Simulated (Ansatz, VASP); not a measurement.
Nb: VASP beside Ansatz

Contents of POSCAR:

```
Nb
1.0
   -1.6511317439      1.6511317439      1.6511317439
    1.6511317439     -1.6511317439      1.6511317439
    1.6511317439      1.6511317439     -1.6511317439
Nb
1
Direct
    0.0000000000      0.0000000000      0.0000000000
```

The input INCAR.step1:

```
SYSTEM = Nb
ALGO = Normal
EDIFF = 1E-4
ENCUT = 520
GGA = PE
ISMEAR = 1
LASPH = .True.
LCHARG = .False.
LREAL = .False.
LWAVE = .True.
NBANDS = 12
NELM = 100
PREC = Accurate
SIGMA = 0.01
```

File INCAR.step2:

```
SYSTEM = Nb
ALGO = Normal
EDIFF = 1E-6
ENCUT = 520
ISIF = 2
ISMEAR = 1
ISTART = 1
LASPH = .True.
LCHARG = .False.
LMIXTAU = .True.
LREAL = .False.
LWAVE = .False.
METAGGA = R2SCAN
NBANDS = 12
NELM = 100
PREC = Accurate
SIGMA = 0.01
```

The input KPOINTS:

```
k-points
0
Gamma
  13 13 13
  0 0 0
```

Input for Ansatz:

```yaml
crystal:
  lattice:
    - [-1.6511317439, 1.6511317439, 1.6511317439]
    - [1.6511317439, -1.6511317439, 1.6511317439]
    - [1.6511317439, 1.6511317439, -1.6511317439]
  atoms:
    - { symbol: Nb, position: [0.0, 0.0, 0.0] }
hamiltonian:
  xc: r2scan
  pseudopotentials:
    kind: paw
    azcp:
      Nb: "pseudopotentials/Nb.paw.azcp"
basis:
  ecutwfc: 500
  fft_grid_basis: typed
kpoints:
  mp_grid: { grid: [13, 13, 13], shift: [0, 0, 0] }
magnetization:
  spin_polarized: false
scf:
  occupations: { method: cold, width: 0.01 }
  lower_state_search: "off"
output:
  stress: true
```

Alike in both runs: task single point; functional r2SCAN; k mesh 13 × 13 × 13; no spin polarisation.

|  | VASP | Ansatz |
| --- | --- | --- |
| version | VASP 6.6.1 | Ansatz 0.2.0 |
| potentials or method | VASP PAW PBE potentials, release 64 (Nb_sv), cutoff 520 eV | plane waves (500 eV) with PAW, scalar-relativistic |
| occupations | methfessel-paxton of order 1, width 0.01 eV | cold, width 0.01 eV |
| valence electrons in the cell | 13 | 13 |

VASP gave:

| Quantity | Value |
| --- | --- |
| pressure (GPa) | -0.7 |

Question: Which values does Ansatz return?

Answer: Pressure (GPa): -0.5.

VASP's potentials were made for PBE, not for r2SCAN.
